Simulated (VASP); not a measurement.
# MgS (I4/mmm) in VASP: notebook

MgS is run at these levels: PBE; tasks: single point.

All numbers are computed with VASP 6.6.1; they aren't measurements. Logs are shortened: lines on timing, memory, paths and dates and some standing lists are left out, and cuts for length are marked.

## Step 1: The cell of the first run

It takes space group I4/mmm (No. 139, tetragonal). Conventional cell: a = 3.679 Å, b = 3.679 Å, c = 5.620 Å, α = 90.00°, β = 90.00°, γ = 90.00°. Within 3.4 Å of Mg (site symmetry 4/mmm) lie 6 S at 2.60 to 2.81 Å. Within 3.4 Å of S (site symmetry 4/mmm) lie 6 Mg at 2.60 to 2.81 Å.

## Step 2: Single point, PBE (strain +0.000 along x and y, +0.080 along z)

Contents of INCAR:

```
SYSTEM = MgS
PREC = Accurate
ENCUT = 520
EDIFF = 1E-7
ISMEAR = 0
SIGMA = 0.05
LREAL = .False.
LASPH = .True.
NELM = 60
ALGO = Normal
ISIF = 2
LWAVE = .False.
LCHARG = .False.
GGA = PE
NBANDS = 11
```

Contents of KPOINTS:

```
regular mesh
0
Gamma
  8 8 8
  0 0 0
```

Contents of POSCAR:

```
MgS
1.0
    0.0000000000      2.6016500000      2.8097820000
    2.6016500000      0.0000000000      2.8097820000
    2.6016500000      2.6016500000      0.0000000000
Mg S
1 1
Direct
    0.0000000000      0.0000000000      0.0000000000
    0.5000000000      0.5000000000      0.5000000000
```

Potentials or basis: VASP PAW PBE potentials, release 64 (Mg, S).

On the command line:

```console
$ cat potpaw_PBE.64/Mg/POTCAR potpaw_PBE.64/S/POTCAR > POTCAR
$ mpirun -np 1 vasp_std > vasp.out
```

OUTCAR:

```text
SYSTEM = MgS
   PREC = Accurate
   ENCUT = 520
   EDIFF = 1E-7
   ISMEAR = 0
   LREAL = .False.
   LASPH = .True.
   NELM = 60
   ISIF = 2
   GGA = PE

 ion  position               nearest neighbor table
   1  0.000  0.000  0.000-   2 2.60   2 2.60   2 2.60   2 2.60   2 2.81   2 2.81
   2  0.500  0.500  0.500-   1 2.60   1 2.60   1 2.60   1 2.60   1 2.81   1 2.81

  LATTYP: Found a body centered tetragonal cell.
 ALAT       =     3.6792887145
 C/A-ratio  =     1.5273506474

  Lattice vectors:

 A1 = (  -2.6016500000,   0.0000000000,   2.8097820000)
 A2 = (   2.6016500000,   0.0000000000,   2.8097820000)
 A3 = (   0.0000000000,   2.6016500000,  -2.8097820000)

Analysis of symmetry for initial positions (statically):
=====================================================================
 Subroutine PRICEL returns:
 Original cell was already a primitive cell.

 Routine SETGRP: Setting up the symmetry group for a
 body centered tetragonal supercell.

 Subroutine GETGRP returns: Found 16 space group operations
 (whereof 16 operations were pure point group operations)
 out of a pool of 16 trial point group operations.

The static configuration has the point symmetry D_4h.

Analysis of symmetry for dynamics (positions and initial velocities):
=====================================================================
 Subroutine PRICEL returns:
 Original cell was already a primitive cell.

 Routine SETGRP: Setting up the symmetry group for a
 body centered tetragonal supercell.

 Subroutine GETGRP returns: Found 16 space group operations
 (whereof 16 operations were pure point group operations)
 out of a pool of 16 trial point group operations.

The dynamic configuration has the point symmetry D_4h.

 Subroutine INISYM returns: Found 16 space group operations
 (whereof 16 operations are pure point group operations),
 and found     1 'primitive' translations

----------------------------------------------------------------------------------------

                                     Primitive cell

  volume of cell :      38.0365

  direct lattice vectors                    reciprocal lattice vectors
     0.000000000  2.601650000  2.809782000    -0.192185728  0.192185728  0.177949748
     2.601650000  0.000000000  2.809782000     0.192185728 -0.192185728  0.177949748
     2.601650000  2.601650000  0.000000000     0.192185728  0.192185728 -0.177949748

  length of vectors
     3.829289439  3.829289439  3.679288715     0.324864312  0.324864312  0.324864312

  position of ions in fractional coordinates (direct lattice)
     0.000000000  0.000000000  0.000000000
     0.500000000  0.500000000  0.500000000

  ion indices of the primitive-cell ions
   primitive index   ion index
                 1           1
                 2           2

----------------------------------------------------------------------------------------

 KPOINTS: regular mesh

Automatic generation of k-mesh.
 Grid dimensions read from file:
 generate k-points for:    8    8    8

 Generating k-lattice:

  Cartesian coordinates                     Fractional coordinates (reciprocal lattice)
    -0.024023216  0.024023216  0.022243719     0.125000000  0.000000000  0.000000000
     0.024023216 -0.024023216  0.022243719     0.000000000  0.125000000  0.000000000
     0.024023216  0.024023216 -0.022243719     0.000000000  0.000000000  0.125000000

  Length of vectors
     0.040608039  0.040608039  0.040608039

  Shift w.r.t. Gamma in fractional coordinates (k-lattice)
     0.000000000  0.000000000  0.000000000

 Subroutine IBZKPT returns following result:
 ===========================================

 Found     59 irreducible k-points:

 Following reciprocal coordinates:
            Coordinates               Weight
  0.000000  0.000000  0.000000      1.000000
  0.125000  0.000000  0.000000      8.000000
  0.250000  0.000000  0.000000      8.000000
  0.375000  0.000000  0.000000      8.000000
  0.500000  0.000000  0.000000      4.000000
  0.125000  0.125000  0.000000      2.000000
[... 16 lines left out ...]
  0.250000  0.000000  0.125000     16.000000
  0.375000  0.000000  0.125000     16.000000
 [... further k-points ...]
   k-points           NKPTS =     59   k-points in BZ     NKDIM =     59   number of bands    NBANDS=     11
   number of dos      NEDOS =    301   number of ions     NIONS =      2
   total plane-waves  NPLWV =  21952
   dimension x,y,z NGX =    28 NGY =   28 NGZ =   28
   dimension x,y,z NGXF=    56 NGYF=   56 NGZF=   56
   ions per type =               1   1
   NGX,Y,Z   is equivalent  to a cutoff of  12.16, 12.16, 12.65 a.u.
   NGXF,Y,Z  is equivalent  to a cutoff of  24.31, 24.31, 25.30 a.u.
 SYSTEM =  MgS
   PREC   = accura    normal or accurate (medium, high low for compatibility)
   ISTART =      0    job   : 0-new  1-cont  2-samecut
   ICHARG =      2    charge: 1-file 2-atom 10-const
   ISPIN  =      1    spin polarized calculation?
   LNONCOLLINEAR =      F non collinear calculations
   LSORBIT =      F    spin-orbit coupling
   LASPH  =      T    aspherical Exc in radial PAW
   ENCUT  =  520.0 eV  38.22 Ry    6.18 a.u.   7.12  7.12  6.84*2*pi/ulx,y,z
   NELM   =     60;   NELMIN=  2; NELMDL= -5     # of ELM steps
   EDIFF  = 0.1E-06   stopping-criterion for ELM
   LREAL  =      F    real-space projection
   EDIFFG = 0.1E-05   stopping-criterion for IOM
   NSW    =      0    number of steps for IOM
   IBRION =     -1    ionic relax: 0-MD 1-quasi-New 2-CG
   NFREE  =      0    steps in history (QN), initial steepest desc. (CG)
   ISIF   =      2    stress and relaxation
   ISYM   =      2    0-nonsym 1-usesym 2-fastsym
   POTIM  = 0.5000    time-step for ionic-motion
   TEBEG  =    0.0;   TEEND  =   0.0 temperature during run
   PSTRESS=    0.0 pullay stress
   NELECT =       8.0000    total number of electrons
   NUPDOWN=      -1.0000    fix difference up-down
   EMIN   =  10.00;   EMAX   =-10.00  energy-range for DOS
   EFERMI =   0.00;   METHOD = LEGACY
   ISMEAR =     0;   SIGMA  =   0.05  broadening in eV -4-tet -1-fermi 0-gaus
   EFERMI_NEDOS =   21; number of points for ismear=-14 and -15
   IALGO  =     38    algorithm
   IMIX   =      4    mixing-type and parameters
     AMIX     =   0.40;   BMIX     =  1.00
     AMIX_MAG =   1.60;   BMIX_MAG =  1.00
  volume/ion in A,a.u.               =      19.02       128.34
  Fermi-wavevector in a.u.,A,eV,Ry     =   0.973579  1.839798 12.896375  0.947857
  Thomas-Fermi vector in A             =   2.103970
   LORBIT       =      0    0 simple, 1 ext, 2 COOP (PROOUT), +10 PAW based schemes
   GGA     = PE    functional components
   LHFCALC =     F    Hartree Fock is set to
   AEXX    =    0.0000 exact exchange contribution
   IVDW    =     0    specifies the selected vdW correction
   LEPSILON=     F    determine dielectric tensor
   LRPA    =     F    only Hartree local field effects (RPA)
 non-spin polarized calculation
 Gauss-broadening in eV      SIGMA  =   0.05
  energy-cutoff  :      520.00
  volume of cell :       38.04
 maximum number of plane-waves:      1042
   NGX = 15   NGY = 15   NGZ = 13

 number of electron       8.0000001 magnetization

 Free energy of the ion-electron system (eV)
  ---------------------------------------------------
  ext. energy  EPLUGINS =         0.00000000
  ---------------------------------------------------
  free energy    TOTEN  =        -8.44104826 eV

  energy without entropy =       -8.44104826  energy(sigma->0) =       -8.44104826

 E-fermi :   3.4396     XC(G=0):  -9.3661

 val. band max:        3.2328992640   @ k =   0.0000   0.0000   0.0000
 cond. band min:       5.5959168123   @ k =   0.5000   0.0000   0.5000
 fundamental gap:      2.3630175483
 Fermi energy:         3.4396375154

 k-point     1 :       0.0000    0.0000    0.0000
  band No.  band energies     occupation
      1      -9.2049      2.00000
      2       2.9563      2.00000
      3       2.9563      2.00000
      4       3.2329      2.00000
      5       6.2033      0.00000
      6      10.5792      0.00000
      7      11.3405      0.00000
      8      11.3405      0.00000
      9      12.7695      0.00000
     10      13.8094      0.00000
     11      14.3840      0.00000

 k-point     2 :       0.1250    0.0000    0.0000
  band No.  band energies     occupation
      1      -9.0718      2.00000
      2       2.0281      2.00000
      3       2.9039      2.00000
      4       3.0426      2.00000
      5       7.0262      0.00000
      6      10.6219      0.00000
      7      10.9804      0.00000
      8      11.5873      0.00000
      9      12.2851      0.00000
     10      13.0066      0.00000
     11      15.0430      0.00000

 k-point     3 :       0.2500    0.0000    0.0000
  band No.  band energies     occupation
      1      -8.7153      2.00000
      2       0.4192      2.00000
      3       2.7673      2.00000
      4       2.7878      2.00000
      5       7.7037      0.00000
      6      10.3193      0.00000
      7      11.0158      0.00000
      8      11.2327      0.00000
      9      13.1713      0.00000
     10      13.2955      0.00000
     11      14.5674      0.00000
[... 267 lines left out ...]
 k-point    23 :       0.2500    0.0000    0.1250
  band No.  band energies     occupation
      1      -8.7261      2.00000
      2       0.7830      2.00000
      3       2.4105      2.00000
      4       2.6822      2.00000
      5       8.1104      0.00000
      6       9.8765      0.00000
      7      10.5922      0.00000
      8      11.4572      0.00000
      9      12.5390      0.00000
     10      13.8890      0.00000
     11      15.8490      0.00000

 k-point    24 :       0.3750    0.0000    0.1250
  band No.  band energies     occupation
      1      -8.3166      2.00000
      2      -0.4877      2.00000
      3       2.2714      2.00000
      4       2.3562      2.00000
      5       8.0682      0.00000
      6       9.7038      0.00000
      7      10.7105      0.00000
      8      11.1267      0.00000
      9      13.8773      0.00000
     10      15.7162      0.00000
     11      15.8583      0.00000

 [... further k-points ...]

------------------------ aborting loop because EDIFF is reached ----------------------------------------

  FORCE on cell =-STRESS in cart. coord.  units (eV):
  Direction    XX          YY          ZZ          XY          YZ          ZX
  --------------------------------------------------------------------------------------
  -------------------------------------------------------------------------------------
  Total       -0.4877165     -0.4877165     -1.5536293      0.0000000      0.0000000     -0.0000000
  in kB      -20.5436521    -20.5436521    -65.4421609      0.0000000      0.0000000     -0.0000000
  external PRESSURE =     -35.5098217 kB  Pullay stress =       0.0000000 kB

 VOLUME and BASIS-vectors are now :
 -----------------------------------------------------------------------------
  energy-cutoff  :      520.00
  volume of cell :       38.04
      direct lattice vectors                 reciprocal lattice vectors
     0.000000000  2.601650000  2.809782000    -0.192185728  0.192185728  0.177949748
     2.601650000  0.000000000  2.809782000     0.192185728 -0.192185728  0.177949748
     2.601650000  2.601650000  0.000000000     0.192185728  0.192185728 -0.177949748

 POSITION                                       TOTAL-FORCE (eV/Angst)
 -----------------------------------------------------------------------------------
      0.00000      0.00000      0.00000         0.000000     -0.000000     -0.000000
      2.60165      2.60165      2.80978        -0.000000      0.000000      0.000000
 -----------------------------------------------------------------------------------
    total drift:                                0.000000      0.000000      0.000000

  FREE ENERGIE OF THE ION-ELECTRON SYSTEM (eV)
  ---------------------------------------------------
  free  energy   TOTEN  =        -8.4410482581 eV

  energy  without entropy=       -8.4410482581  energy(sigma->0) =       -8.44104826
```

Wall time 9.1 s (1 thread of Intel Xeon 6975P-C (Granite Rapids), shared host); peak memory 0.17 GiB.

Results:

```
Free energy            : -8.4410 eV
Pressure               : -3.6 GPa
Band gap on the k mesh : 2.36 eV, indirect (least direct gap 2.97 eV)
```

Levels at points of the mesh, in eV from the valence-band top:
| k point | band 2 | band 3 | band 4 | band 5 | band 6 | band 7 |
| --- | --- | --- | --- | --- | --- | --- |
| (0.00, 0.00, 0.00) | -0.28 | -0.28 | 0.00 | 2.97 | 7.35 | 8.11 |
| (0.50, 0.00, 0.00) | -4.62 | -0.79 | -0.59 | 4.20 | 6.40 | 7.02 |
| (0.50, 0.50, 0.00) | -4.00 | -1.49 | -1.49 | 2.73 | 4.61 | 10.54 |
| (0.50, 0.00, 0.50) | -3.97 | -2.10 | -1.46 | 2.36 | 4.39 | 11.34 |

Caveat: the cell differs from its parent crystal (strain +0.000 along x and y, +0.080 along z).

## Step 3: Single point, PBE (strain +0.040 along x and y, +0.000 along z)

Contents of INCAR:

```
PREC = Accurate ; ENCUT = 520
EDIFF = 1E-6 ; ISMEAR = 0
SIGMA = 0.05 ; LREAL = F
LASPH = T ; NELM = 80
ALGO = Normal ; ISIF = 2
LWAVE = F ; LCHARG = T
GGA = PE ; LELF = T
LVHAR = T ; NBANDS = 11
```

Contents of KPOINTS:

```
regular mesh
0
Gamma
  8 8 8
```

Contents of POSCAR:

```
MgS
1.0
    0.0000000000      2.7057160000      2.6016500000
    2.7057160000      0.0000000000      2.6016500000
    2.7057160000      2.7057160000      0.0000000000
Mg S
1 1
Direct
    0.0000000000      0.0000000000      0.0000000000
    0.5000000000      0.5000000000      0.5000000000
```

Potentials or basis: VASP PAW PBE potentials, release 64 (Mg, S).

On the command line:

```console
$ cat potpaw_PBE.64/Mg/POTCAR potpaw_PBE.64/S/POTCAR > POTCAR
$ mpirun -np 1 vasp_std > vasp.out
```

It took 8.7 s on 1 thread of Intel Xeon 6975P-C (Granite Rapids), shared host; peak memory 0.17 GiB.

The run converged. Its results:

```
Free energy            : -8.4595 eV
Pressure               : -4.2 GPa
Band gap on the k mesh : 2.45 eV, indirect (least direct gap 3.07 eV)
```

Stress tensor (GPa, compression positive):
```
-5.09  0.00  0.00
 0.00 -5.09  0.00
 0.00  0.00 -2.35
```

Levels at points of the mesh, in eV from the valence-band top:
| k point | band 1 | band 2 | band 3 | band 4 | band 5 | band 6 | band 7 | band 8 |
| --- | --- | --- | --- | --- | --- | --- | --- | --- |
| (0.00, 0.00, 0.00) | -12.31 | -0.18 | 0.00 | 0.00 | 3.07 | 7.81 | 7.81 | 8.20 |
| (0.50, 0.00, 0.00) | -11.19 | -4.49 | -0.61 | -0.52 | 4.36 | 6.56 | 6.98 | 9.21 |
| (0.50, 0.50, 0.00) | -10.80 | -3.84 | -1.67 | -1.67 | 2.45 | 4.47 | 11.47 | 12.36 |
| (0.50, 0.00, 0.50) | -10.92 | -3.87 | -1.68 | -1.36 | 2.61 | 4.61 | 11.05 | 12.12 |

Caveat: the cell differs from its parent crystal (strain +0.040 along x and y, +0.000 along z). A k mesh can miss the band edges.
